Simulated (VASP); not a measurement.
# Al (P6/mmm) in VASP: relaxation of cell and atoms with PBEsol-based global hybrid with 25 % exact exchange

Aim: the relaxation of cell and atoms of Al with PBEsol-based global hybrid with 25 % exact exchange.

All numbers are computed with VASP 6.6.1; they aren't measurements. Logs are shortened: lines on timing, memory, paths and dates and some standing lists are left out, and cuts for length are marked.

## Step 1: The cell of the first run

The structure is hexagonal, space group P6/mmm (No. 191). The conventional cell has a = 4.492 Å, b = 4.492 Å, c = 2.723 Å, α = 90.00°, β = 90.00°, γ = 120.00°. Within 3.4 Å of Al (site symmetry -6m2) lie 5 Al at 2.59 to 2.72 Å.

This isn't the form of Al at room conditions, which is fcc.

## Step 2: Relaxation of cell and atoms, PBEsol-based global hybrid with 25 % exact exchange

The input, POSCAR:

```
Al
1.0
    4.4916000000      0.0000000000      0.0000000000
   -2.2458000000      3.8898400000      0.0000000000
    0.0000000000      0.0000000000      2.7226000000
Al
2
Direct
    0.3333300000      0.6666700000      0.0000000000
    0.6666700000      0.3333300000      0.0000000000
```

The input, INCAR.step1:

```
SYSTEM = Al
  ALGO = Normal
  EDIFF = 1E-5
  EDIFFG = -0.005
  ENCUT = 500
  GGA = PE
  GGA_COMPAT = .FALSE.
  IBRION = 2
  ISIF = 3
  ISMEAR = -1
  KPAR = 8
  LASPH = .TRUE.
  LCHARG = .FALSE.
  LREAL = .FALSE.
  LWAVE = .TRUE.
  NBANDS = 10
  NELM = 120
  NELMIN = 4
  NSW = 100
  PREC = Accurate
  SIGMA = 0.05
```

The input, INCAR.step2:

```
SYSTEM = Al
  AEXX = 0.25
  ALGO = Normal
  EDIFF = 1E-7
  EDIFFG = -0.01
  ENCUT = 500
  GGA = PS
  GGA_COMPAT = .FALSE.
  IBRION = 2
  ISIF = 3
  ISMEAR = -1
  ISTART = 1
  KPAR = 8
  LASPH = .TRUE.
  LCHARG = .FALSE.
  LHFCALC = .TRUE.
  LREAL = .FALSE.
  LWAVE = .FALSE.
  NELM = 120
  NELMIN = 4
  NSW = 60
  PREC = Accurate
  PRECFOCK = Normal
  SIGMA = 0.05
```

The input, KPOINTS:

```
k-points
0
G
  4 4 5
  0 0 0
```

Potentials or basis: VASP PAW PBE potentials, release 64 (Al).

The run is started by

```console
cat potpaw_PBE.64/Al/POTCAR > POTCAR
cp INCAR.step1 INCAR
mpirun -np 8 vasp_std > vasp.out
cp INCAR.step2 INCAR
mpirun -np 8 vasp_std > vasp.out
```

OUTCAR:

```text
SYSTEM = Al
   AEXX = 0.25
   EDIFF = 1E-7
   EDIFFG = -0.01
   ENCUT = 500
   GGA = PS
   IBRION = 2
   ISIF = 3
   ISMEAR = -1
   ISTART = 1
   LASPH = .TRUE.
   LHFCALC = .TRUE.
   LREAL = .FALSE.
   NELM = 120
   NELMIN = 4
   NSW = 60
   PREC = Accurate
   PRECFOCK = Normal

 ion  position               nearest neighbor table
   1  0.333  0.667  0.000-   2 2.59   2 2.59   2 2.59
   2  0.667  0.333  0.000-   1 2.59   1 2.59   1 2.59

  LATTYP: Found a hexagonal cell.
 ALAT       =     4.4916000000
 C/A-ratio  =     0.6061537091

  Lattice vectors:

 A1 = (   4.4916000000,   0.0000000000,   0.0000000000)
 A2 = (  -2.2458000000,   3.8898400000,   0.0000000000)
 A3 = (   0.0000000000,   0.0000000000,   2.7226000000)

Analysis of symmetry for initial positions (statically):
=====================================================================
 Subroutine PRICEL returns:
 Original cell was already a primitive cell.

 Routine SETGRP: Setting up the symmetry group for a
 hexagonal supercell.

 Subroutine GETGRP returns: Found  8 space group operations
 (whereof  8 operations were pure point group operations)
 out of a pool of 24 trial point group operations.

The static configuration has the point symmetry D_2h.

Analysis of symmetry for dynamics (positions and initial velocities):
=====================================================================
 Subroutine PRICEL returns:
 Original cell was already a primitive cell.

 Routine SETGRP: Setting up the symmetry group for a
 hexagonal supercell.

 Subroutine GETGRP returns: Found  8 space group operations
 (whereof  8 operations were pure point group operations)
 out of a pool of 24 trial point group operations.

The dynamic configuration has the point symmetry D_2h.

 Subroutine INISYM returns: Found  8 space group operations
 (whereof  8 operations are pure point group operations),
 and found     1 'primitive' translations

----------------------------------------------------------------------------------------

                                     Primitive cell

  volume of cell :      47.5682

  direct lattice vectors                    reciprocal lattice vectors
[... 76 lines left out ...]
   ICHARG =      0    charge: 1-file 2-atom 10-const
   ISPIN  =      1    spin polarized calculation?
   LNONCOLLINEAR =      F non collinear calculations
   LSORBIT =      F    spin-orbit coupling
   LASPH  =      T    aspherical Exc in radial PAW
   ENCUT  =  500.0 eV  36.75 Ry    6.06 a.u.   8.19  8.19  4.96*2*pi/ulx,y,z
   NELM   =    120;   NELMIN=  4; NELMDL=  0     # of ELM steps
   EDIFF  = 0.1E-06   stopping-criterion for ELM
   LREAL  =      F    real-space projection
   EDIFFG = -.1E-01   stopping-criterion for IOM
   NSW    =     60    number of steps for IOM
   IBRION =      2    ionic relax: 0-MD 1-quasi-New 2-CG
   NFREE  =      1    steps in history (QN), initial steepest desc. (CG)
   ISIF   =      3    stress and relaxation
   ISYM   =      3    0-nonsym 1-usesym 2-fastsym
   POTIM  = 0.5000    time-step for ionic-motion
   TEBEG  =    0.0;   TEEND  =   0.0 temperature during run
   PSTRESS=    0.0 pullay stress
   NELECT =       6.0000    total number of electrons
   NUPDOWN=      -1.0000    fix difference up-down
   EMIN   =  10.00;   EMAX   =-10.00  energy-range for DOS
   EFERMI =   0.00;   METHOD = LEGACY
   ISMEAR =    -1;   SIGMA  =   0.05  broadening in eV -4-tet -1-fermi 0-gaus
   EFERMI_NEDOS =   21; number of points for ismear=-14 and -15
   IALGO  =     38    algorithm
   IMIX   =      1    mixing-type and parameters
     AMIX     =   0.40;   BMIX     =  1.00
     AMIX_MAG =   1.60;   BMIX_MAG =  1.00
  volume/ion in A,a.u.               =      23.78       160.50
  Fermi-wavevector in a.u.,A,eV,Ry     =   0.821019  1.551500  9.171302  0.674072
  Thomas-Fermi vector in A             =   1.932104
   LORBIT       =      0    0 simple, 1 ext, 2 COOP (PROOUT), +10 PAW based schemes
   GGA     = PS    functional components
   LHFCALC =     T    Hartree Fock is set to
   PRECFOCK=normal    Normal, Fast or Accurate (Low or Medium for compatibility)
   ENCUT4O =  -1.0   cutoff for four orbital integrals eV
   NKREDX  =     1    reduce k-point grid by
   NKREDY  =     1    reduce k-point grid by
   NKREDZ  =     1    reduce k-point grid by
   AEXX    =    0.2500 exact exchange contribution
   HFSCREEN=    0.0000 screening length (either q_TF or 0.3 A-1)
   HFSCREENC=   0.0000 screening length for correlation (either q_TF or 0.3 A-1)
   ENCUTFOCK=  -1.0 apply spherical cutoff to Coloumb kernel
   IVDW    =     0    specifies the selected vdW correction
   LEPSILON=     F    determine dielectric tensor
   LRPA    =     F    only Hartree local field effects (RPA)
 conjugate gradient relaxation of ions
 non-spin polarized calculation
  energy-cutoff  :      500.00
  volume of cell :       47.57
 maximum number of plane-waves:      1221
 NGX is ok and might be reduce to    36
  NGX = 28; NGY = 28; NGZ = 16

--------------------------------------- Ionic step        1  -------------------------------------------

 number of electron       6.0000000 magnetization

 Free energy of the ion-electron system (eV)
  ---------------------------------------------------
  ext. energy  EPLUGINS =         0.00000000
  ---------------------------------------------------
  free energy    TOTEN  =        -8.00866038 eV

  energy without entropy =       -8.00293863  energy(sigma->0) =       -8.00579951

------------------------ aborting loop because EDIFF is reached ----------------------------------------

  FORCE on cell =-STRESS in cart. coord.  units (eV):
  Direction    XX          YY          ZZ          XY          YZ          ZX
  --------------------------------------------------------------------------------------
  -------------------------------------------------------------------------------------
  Total       -0.5933596     -0.6586096      1.8669669     -0.0565081      0.0000000      0.0000000
  in kB      -19.9853566    -22.1830879     62.8826073     -1.9032884      0.0000000      0.0000000
  external PRESSURE =       6.9047209 kB  Pullay stress =       0.0000000 kB
[... 275 lines left out ...]
--------------------------------------- Ionic step        9  -------------------------------------------

 number of electron       6.0000000 magnetization

 Free energy of the ion-electron system (eV)
  ---------------------------------------------------
  ext. energy  EPLUGINS =         0.00000000
  ---------------------------------------------------
  free energy    TOTEN  =        -8.04624010 eV

  energy without entropy =       -8.04060613  energy(sigma->0) =       -8.04342311

 E-fermi :   3.4729     XC(G=0):  -6.8565

 val. band max:        3.4179737742   @ k =  -0.2500   0.5000   0.4000
 cond. band min:       3.9055269305   @ k =   0.2500   0.2500   0.4000
 fundamental gap:      0.4875531563
 Fermi energy:         3.4728830320

 k-point     1 :       0.0000    0.0000    0.0000
  band No.  band energies     occupation
      1      -6.6078      2.00000
      2       2.7535      2.00000
      3       2.8421      1.99999
      4       4.5730      0.00000
      5       7.1151      0.00000
      6       7.1424      0.00000
      7      10.3935      0.00000
[... 227 lines left out ...]
  FREE ENERGIE OF THE ION-ELECTRON SYSTEM (eV)
  ---------------------------------------------------
  free  energy   TOTEN  =        -8.0462401007 eV

  energy  without entropy=       -8.0406061280  energy(sigma->0) =       -8.04342311

 reached required accuracy - stopping structural energy minimisation
```

Wall time 4.3 min (8 MPI ranks of Intel Xeon Platinum 8275CL at 3.00GHz (Skylake/Cascade Lake), shared host); peak memory 0.17 GiB.

Results:

```
Free energy                           : -8.0462 eV
Relaxed volume                        : 24.22 Å³/atom
Relaxed cell                          : a = 4.449 Å, b = 4.449 Å, c = 2.820 Å, α = 90.00°, β = 90.00°, γ = 119.79°
Space group after relaxing (to 0.1 Å) : P6/mmm (No. 191)
Energy gained by relaxing             : 18.8 meV/atom
Ionic steps                           : 9
Pressure after relaxing               : 0.0 GPa
Band gap on the k mesh                : zero (bands 3 and 4 overlap by 2.75 eV)
```

Step by step:
| step | energy change (eV) | largest force (eV/Å) | pressure (GPa) | volume (Å³) |
| --- | --- | --- | --- | --- |
| 1 | 0.0000 | 0.1125 | 0.69 | 47.57 |
| 2 | -0.0322 | 0.0107 | 0.48 | 48.22 |
| 3 | -0.0367 | 0.0410 | 0.43 | 48.05 |
| 4 | -0.0367 | 0.0395 | 0.43 | 48.06 |
| 5 | -0.0374 | 0.0212 | -0.04 | 48.51 |
| 6 | -0.0374 | 0.0209 | -0.05 | 48.51 |
| 7 | -0.0375 | 0.0158 | -0.03 | 48.50 |
| 8 | -0.0376 | 0.0059 | 0.00 | 48.46 |
| 9 | -0.0376 | 0.0019 | 0.02 | 48.45 |

Final structure:
```cif
data_structure
_symmetry_space_group_name_H-M 'P 1'
_symmetry_Int_Tables_number 1
_cell_length_a 4.4489
_cell_length_b 4.4489
_cell_length_c 2.8204
_cell_angle_alpha 90.000
_cell_angle_beta 90.000
_cell_angle_gamma 119.792
_cell_volume 48.45
loop_
_atom_site_label
_atom_site_type_symbol
_atom_site_fract_x
_atom_site_fract_y
_atom_site_fract_z
_atom_site_occupancy
Al1 Al 0.33204 0.66796 0.00000 1
Al2 Al 0.66796 0.33204 0.00000 1
```

Caveat: the k points lie up to 0.45 Å⁻¹ apart in the final cell, too coarse for converged energies and pressures of a metal; the PAW data sets were made with another functional, which shifts forces and pressure a little.

The gap in the log of VASP goes by the Fermi energy; the results here count the filled bands.